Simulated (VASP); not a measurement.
# SiC (Moissanite 3C) (F-43m) in VASP: further runs

The runs below take SiC (Moissanite 3C) through single point, with r2SCAN.

Program: VASP 6.6.1. These are calculated values, not measurements. Logs are shortened: lines on timing, memory, paths and dates and some standing lists are left out, and cuts for length are marked.

### Step 1. The cell of the first run

Symmetry: F-43m, No. 216, cubic system. The conventional cell has a = 3.754 Å, b = 3.754 Å, c = 3.754 Å, α = 90.00°, β = 90.00°, γ = 90.00°. Si (site symmetry -43m) has 4 C at 1.63 Å within 2.2 Å. Within 2.2 Å of C (site symmetry -43m) lie 4 Si at 1.63 Å.

### Step 2. Single point, r2SCAN (volume scaled by 0.640)

Contents of POSCAR:

```
SiC
1.0
    0.0000000000      1.8770643856      1.8770643856
    1.8770643856      0.0000000000      1.8770643856
    1.8770643856      1.8770643856      0.0000000000
Si C
1 1
Direct
    0.0000000000      0.0000000000      0.0000000000
    0.2500000000      0.2500000000      0.2500000000
```

Contents of INCAR.step1:

```
SYSTEM = SiC
PREC = Accurate
ENCUT = 520
ISMEAR = 0
SIGMA = 0.05
LREAL = .False.
LASPH = .True.
NELM = 60
NBANDS = 11
GGA = PE
ALGO = Normal
EDIFF = 1E-4
LWAVE = .True.
LCHARG = .False.
```

Contents of INCAR.step2:

```
SYSTEM = SiC
PREC = Accurate
ENCUT = 520
EDIFF = 1E-6
ISMEAR = 0
SIGMA = 0.05
LREAL = .False.
LASPH = .True.
NELM = 60
ALGO = Normal
ISIF = 2
LWAVE = .False.
LCHARG = .True.
METAGGA = R2SCAN
LMIXTAU = .True.
LELF = .True.
LVHAR = .True.
NBANDS = 11
ISTART = 1
```

Contents of KPOINTS:

```
regular mesh
0
Gamma
  10 10 10
  0 0 0
```

Potentials or basis: VASP PAW PBE potentials, release 64 (Si, C).

Command:

```bash
> cat potpaw_PBE.64/Si/POTCAR potpaw_PBE.64/C/POTCAR > POTCAR
> cp INCAR.step1 INCAR
> mpirun -np 1 vasp_std > vasp.out
> cp INCAR.step2 INCAR
> mpirun -np 1 vasp_std > vasp.out
```

OUTCAR:

```text
SYSTEM = SiC
   PREC = Accurate
   ENCUT = 520
   EDIFF = 1E-6
   ISMEAR = 0
   LREAL = .False.
   LASPH = .True.
   NELM = 60
   ISIF = 2
   METAGGA = R2SCAN
   ISTART = 1

 ion  position               nearest neighbor table
   1  0.000  0.000  0.000-   2 1.63   2 1.63   2 1.63   2 1.63
   2  0.250  0.250  0.250-   1 1.63   1 1.63   1 1.63   1 1.63

  LATTYP: Found a face centered cubic cell.
 ALAT       =     3.7541287712

  Lattice vectors:

 A1 = (   0.0000000000,   1.8770643856,   1.8770643856)
 A2 = (   1.8770643856,   0.0000000000,   1.8770643856)
 A3 = (   1.8770643856,   1.8770643856,   0.0000000000)

Analysis of symmetry for initial positions (statically):
=====================================================================
 Subroutine PRICEL returns:
 Original cell was already a primitive cell.

 Routine SETGRP: Setting up the symmetry group for a
 face centered cubic supercell.

 Subroutine GETGRP returns: Found 24 space group operations
 (whereof 24 operations were pure point group operations)
 out of a pool of 48 trial point group operations.

The static configuration has the point symmetry T_d .

Analysis of symmetry for dynamics (positions and initial velocities):
=====================================================================
 Subroutine PRICEL returns:
 Original cell was already a primitive cell.

 Routine SETGRP: Setting up the symmetry group for a
 face centered cubic supercell.

 Subroutine GETGRP returns: Found 24 space group operations
 (whereof 24 operations were pure point group operations)
 out of a pool of 48 trial point group operations.

The dynamic configuration has the point symmetry T_d .

 Subroutine INISYM returns: Found 24 space group operations
 (whereof 24 operations are pure point group operations),
 and found     1 'primitive' translations

----------------------------------------------------------------------------------------

                                     Primitive cell

  volume of cell :      13.2272

  direct lattice vectors                    reciprocal lattice vectors
     0.000000000  1.877064386  1.877064386    -0.266373388  0.266373388  0.266373388
     1.877064386  0.000000000  1.877064386     0.266373388 -0.266373388  0.266373388
     1.877064386  1.877064386  0.000000000     0.266373388  0.266373388 -0.266373388

  length of vectors
     2.654569912  2.654569912  2.654569912     0.461372242  0.461372242  0.461372242

  position of ions in fractional coordinates (direct lattice)
     0.000000000  0.000000000  0.000000000
     0.250000000  0.250000000  0.250000000

  ion indices of the primitive-cell ions
   primitive index   ion index
                 1           1
                 2           2

----------------------------------------------------------------------------------------

 KPOINTS: regular mesh

Automatic generation of k-mesh.
 Grid dimensions read from file:
 generate k-points for:   10   10   10

 Generating k-lattice:

  Cartesian coordinates                     Fractional coordinates (reciprocal lattice)
    -0.026637339  0.026637339  0.026637339     0.100000000  0.000000000  0.000000000
     0.026637339 -0.026637339  0.026637339     0.000000000  0.100000000  0.000000000
     0.026637339  0.026637339 -0.026637339     0.000000000  0.000000000  0.100000000

  Length of vectors
     0.046137224  0.046137224  0.046137224

  Shift w.r.t. Gamma in fractional coordinates (k-lattice)
     0.000000000  0.000000000  0.000000000

 Subroutine IBZKPT returns following result:
 ===========================================

 Found     47 irreducible k-points:

 Following reciprocal coordinates:
            Coordinates               Weight
  0.000000  0.000000  0.000000      1.000000
  0.100000  0.000000  0.000000      8.000000
  0.200000  0.000000  0.000000      8.000000
  0.300000  0.000000  0.000000      8.000000
  0.400000  0.000000  0.000000      8.000000
  0.500000  0.000000  0.000000      4.000000
[... 16 lines left out ...]
  0.300000  0.300000  0.000000      6.000000
  0.400000  0.300000  0.000000     24.000000
 [... further k-points ...]
   k-points           NKPTS =     47   k-points in BZ     NKDIM =     47   number of bands    NBANDS=     11
   number of dos      NEDOS =    301   number of ions     NIONS =      2
   total plane-waves  NPLWV =   8000
   dimension x,y,z NGX =    20 NGY =   20 NGZ =   20
   dimension x,y,z NGXF=    40 NGYF=   40 NGZF=   40
   ions per type =               1   1
   NGX,Y,Z   is equivalent  to a cutoff of  12.53, 12.53, 12.53 a.u.
   NGXF,Y,Z  is equivalent  to a cutoff of  25.05, 25.05, 25.05 a.u.
 SYSTEM =  SiC
   PREC   = accura    normal or accurate (medium, high low for compatibility)
   ISTART =      1    job   : 0-new  1-cont  2-samecut
   ICHARG =      0    charge: 1-file 2-atom 10-const
   ISPIN  =      1    spin polarized calculation?
   LNONCOLLINEAR =      F non collinear calculations
   LSORBIT =      F    spin-orbit coupling
   LASPH  =      T    aspherical Exc in radial PAW
   ENCUT  =  520.0 eV  38.22 Ry    6.18 a.u.   4.94  4.94  4.94*2*pi/ulx,y,z
   NELM   =     60;   NELMIN=  2; NELMDL=  0     # of ELM steps
   EDIFF  = 0.1E-05   stopping-criterion for ELM
   LREAL  =      F    real-space projection
   EDIFFG = 0.1E-04   stopping-criterion for IOM
   NSW    =      0    number of steps for IOM
   IBRION =     -1    ionic relax: 0-MD 1-quasi-New 2-CG
   NFREE  =      0    steps in history (QN), initial steepest desc. (CG)
   ISIF   =      2    stress and relaxation
   ISYM   =      2    0-nonsym 1-usesym 2-fastsym
   POTIM  = 0.5000    time-step for ionic-motion
   TEBEG  =    0.0;   TEEND  =   0.0 temperature during run
   PSTRESS=    0.0 pullay stress
   NELECT =       8.0000    total number of electrons
   NUPDOWN=      -1.0000    fix difference up-down
   EMIN   =  10.00;   EMAX   =-10.00  energy-range for DOS
   EFERMI =   0.00;   METHOD = LEGACY
   ISMEAR =     0;   SIGMA  =   0.05  broadening in eV -4-tet -1-fermi 0-gaus
   EFERMI_NEDOS =   21; number of points for ismear=-14 and -15
   IALGO  =     38    algorithm
   IMIX   =      4    mixing-type and parameters
     AMIX     =   0.40;   BMIX     =  1.00
     AMIX_MAG =   1.60;   BMIX_MAG =  1.00
  volume/ion in A,a.u.               =       6.61        44.63
  Fermi-wavevector in a.u.,A,eV,Ry     =   1.384466  2.616262 26.078918  1.916746
  Thomas-Fermi vector in A             =   2.508968
   LORBIT       =      0    0 simple, 1 ext, 2 COOP (PROOUT), +10 PAW based schemes
   METAGGA = R2SCAN    functional components
   LHFCALC =     F    Hartree Fock is set to
   AEXX    =    0.0000 exact exchange contribution
   IVDW    =     0    specifies the selected vdW correction
   LEPSILON=     F    determine dielectric tensor
   LRPA    =     F    only Hartree local field effects (RPA)
 non-spin polarized calculation
 Gauss-broadening in eV      SIGMA  =   0.05
  energy-cutoff  :      520.00
  volume of cell :       13.23
 maximum number of plane-waves:       368
   NGX =  9   NGY =  9   NGZ =  9

 number of electron       7.9999999 magnetization

 Free energy of the ion-electron system (eV)
  ---------------------------------------------------
  ext. energy  EPLUGINS =         0.00000000
  ---------------------------------------------------
  free energy    TOTEN  =       -15.54498127 eV

  energy without entropy =      -15.54498127  energy(sigma->0) =      -15.54498127

 E-fermi :  14.1104     XC(G=0): -14.0772

 val. band max:       13.8097184319   @ k =  -0.1000   0.1000   0.0000
 cond. band min:      15.1108578060   @ k =   0.5000   0.5000   0.0000
 fundamental gap:      1.3011393741
 Fermi energy:        14.1104353595

 k-point     1 :       0.0000    0.0000    0.0000
  band No.  band energies     occupation
      1      -6.3558      2.00000
      2      13.7997      2.00000
      3      13.7997      2.00000
      4      13.7997      2.00000
      5      25.8424      0.00000
      6      25.8424      0.00000
      7      25.8424      0.00000
      8      26.6085      0.00000
      9      32.2465      0.00000
     10      32.2465      0.00000
     11      36.6931      0.00000

 k-point     2 :       0.1000    0.0000    0.0000
  band No.  band energies     occupation
      1      -6.0730      2.00000
      2      12.6482      2.00000
      3      13.6638      2.00000
      4      13.6638      2.00000
      5      25.5885      0.00000
      6      26.1787      0.00000
      7      26.1787      0.00000
      8      27.3710      0.00000
      9      30.8769      0.00000
     10      30.8769      0.00000
     11      35.7589      0.00000

 k-point     3 :       0.2000    0.0000    0.0000
  band No.  band energies     occupation
      1      -5.2334      2.00000
      2       9.9874      2.00000
      3      13.3455      2.00000
      4      13.3455      2.00000
      5      25.1903      0.00000
      6      26.2241      0.00000
      7      26.2241      0.00000
      8      28.3731      0.00000
      9      30.2674      0.00000
     10      30.2674      0.00000
     11      35.2934      0.00000

 k-point     4 :       0.3000    0.0000    0.0000
  band No.  band energies     occupation
      1      -3.8693      2.00000
      2       6.8767      2.00000
      3      13.0111      2.00000
      4      13.0111      2.00000
      5      24.8632      0.00000
      6      25.1175      0.00000
      7      25.1175      0.00000
      8      28.3896      0.00000
      9      32.2253      0.00000
     10      32.2253      0.00000
     11      36.3403      0.00000
[... 239 lines left out ...]
 k-point    22 :      -0.2000    0.2000    0.0000
  band No.  band energies     occupation
      1      -3.4186      2.00000
      2       7.9305      2.00000
      3       9.6868      2.00000
      4      13.2240      2.00000
      5      23.3345      0.00000
      6      26.0192      0.00000
      7      26.6514      0.00000
      8      28.9746      0.00000
      9      29.1557      0.00000
     10      36.3284      0.00000
     11      39.6921      0.00000

 k-point    23 :       0.3000    0.3000    0.0000
  band No.  band energies     occupation
      1      -3.0487      2.00000
      2       9.0119      2.00000
      3      10.7566      2.00000
      4      10.7566      2.00000
      5      18.1627      0.00000
      6      22.2679      0.00000
      7      31.6829      0.00000
      8      31.6829      0.00000
      9      34.2109      0.00000
     10      36.0333      0.00000
     11      42.9954      0.00000

 k-point    24 :       0.4000    0.3000    0.0000
  band No.  band energies     occupation
      1      -1.7519      2.00000
      2       7.3119      2.00000
      3       9.7026      2.00000
      4      10.4206      2.00000
      5      17.4627      0.00000
      6      22.4455      0.00000
      7      31.6570      0.00000
      8      32.2870      0.00000
      9      35.5707      0.00000
     10      38.1161      0.00000
     11      43.5623      0.00000

 [... further k-points ...]
[... 5 lines left out ...]
  --------------------------------------------------------------------------------------
  -------------------------------------------------------------------------------------
  Total       19.0665110     19.0665110     19.0665110      0.0000000      0.0000000     -0.0000000
  in kB     2309.4805303   2309.4805303   2309.4805303      0.0000000      0.0000000     -0.0000000
  external PRESSURE =    2309.4805303 kB  Pullay stress =       0.0000000 kB

 VOLUME and BASIS-vectors are now :
 -----------------------------------------------------------------------------
  energy-cutoff  :      520.00
  volume of cell :       13.23
      direct lattice vectors                 reciprocal lattice vectors
     0.000000000  1.877064386  1.877064386    -0.266373388  0.266373388  0.266373388
     1.877064386  0.000000000  1.877064386     0.266373388 -0.266373388  0.266373388
     1.877064386  1.877064386  0.000000000     0.266373388  0.266373388 -0.266373388

 POSITION                                       TOTAL-FORCE (eV/Angst)
 -----------------------------------------------------------------------------------
      0.00000      0.00000      0.00000        -0.000000      0.000000      0.000000
      0.93853      0.93853      0.93853         0.000000     -0.000000     -0.000000
 -----------------------------------------------------------------------------------
    total drift:                                0.000000      0.000000      0.000000

  FREE ENERGIE OF THE ION-ELECTRON SYSTEM (eV)
  ---------------------------------------------------
  free  energy   TOTEN  =       -15.5449812737 eV

  energy  without entropy=      -15.5449812737  energy(sigma->0) =      -15.54498127
```

It took 28 s on 1 thread of Intel Xeon Platinum 8259CL at 2.50GHz (Skylake/Cascade Lake), shared host; peak memory 0.12 GiB.

Results:

```
Free energy            : -15.5450 eV
Pressure               : 230.9 GPa
Band gap on the k mesh : 1.30 eV, indirect (least direct gap 5.45 eV)
```

Caveat: the PAW data sets were made with another functional, which shifts forces and pressure a little. A k mesh can miss the band edges.

### Step 3. Single point, r2SCAN (volume scaled by 0.680)

Contents of POSCAR:

```
SiC
1.0
    0.0000000000      1.9153823565      1.9153823565
    1.9153823565      0.0000000000      1.9153823565
    1.9153823565      1.9153823565      0.0000000000
Si C
1 1
Direct
    0.0000000000      0.0000000000      0.0000000000
    0.2500000000      0.2500000000      0.2500000000
```

Contents of INCAR.step1:

```
PREC = Accurate
ENCUT = 520
ISMEAR = 0
SIGMA = 0.05
LREAL = F
LASPH = T
NELM = 100
NBANDS = 11
GGA = PE
ALGO = Normal
EDIFF = 1E-4
LWAVE = T
LCHARG = F
```

Contents of INCAR.step2:

```
PREC = Accurate
ENCUT = 520
EDIFF = 1E-7
ISMEAR = 0
SIGMA = 0.05
LREAL = F
LASPH = T
NELM = 100
ALGO = Normal
ISIF = 2
LWAVE = F
LCHARG = T
METAGGA = R2SCAN
LMIXTAU = T
LELF = T
LVHAR = T
NBANDS = 11
ISTART = 1
```

Contents of KPOINTS:

```
regular mesh
0
Gamma
  10 10 10
```

Potentials or basis: VASP PAW PBE potentials, release 64 (Si, C).

Command:

```bash
> cat potpaw_PBE.64/Si/POTCAR potpaw_PBE.64/C/POTCAR > POTCAR
> cp INCAR.step1 INCAR
> mpirun -np 1 vasp_std > vasp.out
> cp INCAR.step2 INCAR
> mpirun -np 1 vasp_std > vasp.out
```

It took 50 s on 1 thread of Intel Xeon Platinum 8259CL at 2.50GHz (Skylake/Cascade Lake), shared host; peak memory 0.12 GiB.

Results (log left out):

```yaml
Free_energy: -16.5987 eV
Pressure: 179.0 GPa
Band_gap_on_the_k_mesh: 1.38 eV, indirect (least direct gap 5.42 eV)
```

Levels at points of the mesh, in eV from the valence-band top:
```csv
k point,band 1,band 2,band 3,band 4,band 5,band 6,band 7,band 8
"(0.00, 0.00, 0.00)",-19.57,0.00,0.00,0.00,11.36,11.36,11.36,11.95
"(0.50, 0.00, 0.00)",-14.26,-11.23,-1.12,-1.12,9.66,9.66,10.14,13.43
"(0.50, 0.50, 0.00)",-12.34,-9.54,-4.04,-4.04,1.38,6.67,20.38,20.38
```

Caveat: the PAW data sets were made with another functional, which shifts forces and pressure a little. A k mesh can miss the band edges.

### Step 4. Single point, r2SCAN (volume scaled by 0.720)

Contents of POSCAR:

```
SiC
1.0
    0.0000000000      1.9522256316      1.9522256316
    1.9522256316      0.0000000000      1.9522256316
    1.9522256316      1.9522256316      0.0000000000
Si C
1 1
Direct
    0.0000000000      0.0000000000      0.0000000000
    0.2500000000      0.2500000000      0.2500000000
```

Contents of INCAR.step1:

```
SYSTEM = SiC
ALGO     = Normal         ! electronic algorithm
EDIFF    = 1E-4           ! SCF threshold, eV
ENCUT    = 520            ! plane-wave cutoff, eV
GGA      = PE             ! functional
ISMEAR   = 0              ! smearing method
LASPH    = .True.         ! aspherical terms in the spheres
LCHARG   = .False.        ! write CHGCAR
LREAL    = .False.        ! projectors in reciprocal space
LWAVE    = .True.         ! write WAVECAR
NBANDS   = 11             ! bands
NELM     = 80             ! most SCF steps
PREC     = Accurate       ! precision mode
SIGMA    = 0.05           ! smearing width, eV
```

Contents of INCAR.step2:

```
SYSTEM = SiC
ALGO     = Normal         ! electronic algorithm
EDIFF    = 1E-6           ! SCF threshold, eV
ENCUT    = 520            ! plane-wave cutoff, eV
ISIF     = 2              ! what is computed and relaxed
ISMEAR   = 0              ! smearing method
ISTART   = 1            
LASPH    = .True.         ! aspherical terms in the spheres
LCHARG   = .False.        ! write CHGCAR
LMIXTAU  = .True.       
LREAL    = .False.        ! projectors in reciprocal space
LWAVE    = .False.        ! write WAVECAR
METAGGA  = R2SCAN         ! meta-GGA
NBANDS   = 11             ! bands
NELM     = 80             ! most SCF steps
PREC     = Accurate       ! precision mode
SIGMA    = 0.05           ! smearing width, eV
```

Contents of KPOINTS:

```
k-points
0
Gamma
  10 10 10
  0 0 0
```

Command:

```bash
> cat potpaw_PBE.64/Si/POTCAR potpaw_PBE.64/C/POTCAR > POTCAR
> cp INCAR.step1 INCAR
> mpirun -np 1 vasp_std > vasp.out
> cp INCAR.step2 INCAR
> mpirun -np 1 vasp_std > vasp.out
```

Run time: 50 s. Hardware: 1 thread of Intel Xeon Platinum 8259CL at 2.50GHz (Skylake/Cascade Lake), shared host; peak memory 0.13 GiB.

Results (log left out):

| Quantity | Value |
| --- | --- |
| Free energy | -17.4122 eV |
| Pressure | 137.5 GPa |
| Band gap on the k mesh | 1.44 eV, indirect (least direct gap 5.39 eV) |

Levels at points of the mesh, in eV from the valence-band top:
```
           k point  band 1  band 2  band 3  band 4  band 5  band 6  band 7  band 8  band 9
(0.00, 0.00, 0.00)  -19.03    0.00    0.00    0.00   10.76   10.76   10.76   11.16   17.49
(0.50, 0.00, 0.00)  -14.00  -10.84   -1.13   -1.13    9.35    9.35    9.48   13.05   22.37
(0.50, 0.50, 0.00)  -12.16   -9.29   -3.94   -3.94    1.44    6.34   19.55   19.55   21.54
```

Caveat: the PAW data sets were made with another functional, which shifts forces and pressure a little. A k mesh can miss the band edges.

### Step 5. Single point, r2SCAN (volume scaled by 0.760)

Contents of POSCAR:

```
SiC
1.0
    0.0000000000      1.9877283984      1.9877283984
    1.9877283984      0.0000000000      1.9877283984
    1.9877283984      1.9877283984      0.0000000000
Si C
1 1
Direct
    0.0000000000      0.0000000000      0.0000000000
    0.2500000000      0.2500000000      0.2500000000
```

Contents of INCAR.step1:

```
SYSTEM = SiC
  PREC = Accurate
  ENCUT = 520
  ISMEAR = 0
  SIGMA = 0.05
  LREAL = .FALSE.
  LASPH = .TRUE.
  NELM = 80
  NBANDS = 11
  GGA = PE
  ALGO = Normal
  EDIFF = 1E-4
  LWAVE = .TRUE.
  LCHARG = .FALSE.
```

Contents of INCAR.step2:

```
SYSTEM = SiC
  PREC = Accurate
  ENCUT = 520
  EDIFF = 1E-7
  ISMEAR = 0
  SIGMA = 0.05
  LREAL = .FALSE.
  LASPH = .TRUE.
  NELM = 80
  ALGO = Normal
  ISIF = 2
  LWAVE = .FALSE.
  LCHARG = .FALSE.
  METAGGA = R2SCAN
  LMIXTAU = .TRUE.
  NBANDS = 11
  ISTART = 1
```

Contents of KPOINTS:

```
Automatic mesh
0
G
  10 10 10
  0 0 0
```

Command:

```bash
> cat potpaw_PBE.64/Si/POTCAR potpaw_PBE.64/C/POTCAR > POTCAR
> cp INCAR.step1 INCAR
> mpirun -np 1 vasp_std > vasp.out
> cp INCAR.step2 INCAR
> mpirun -np 1 vasp_std > vasp.out
```

It took 49 s on 1 thread of Intel Xeon Platinum 8259CL at 2.50GHz (Skylake/Cascade Lake), shared host; peak memory 0.14 GiB.

The run converged. Its results:

```yaml
Free_energy: -18.0327 eV
Pressure: 104.0 GPa
Band_gap_on_the_k_mesh: 1.50 eV, indirect (least direct gap 5.35 eV)
```

Levels at points of the mesh, in eV from the valence-band top:
```
           k point  band 1  band 2  band 3  band 4  band 5  band 6  band 7  band 8  band 9
(0.00, 0.00, 0.00)  -18.53    0.00    0.00    0.00   10.21   10.21   10.21   10.42   17.08
(0.50, 0.00, 0.00)  -13.76  -10.48   -1.13   -1.13    8.86    9.06    9.06   12.69   21.66
(0.50, 0.50, 0.00)  -11.99   -9.06   -3.85   -3.85    1.50    6.06   18.78   18.78   20.51
```

Caveat: the PAW data sets were made with another functional, which shifts forces and pressure a little. A k mesh can miss the band edges.

(Part 1 of 2 ends here.)
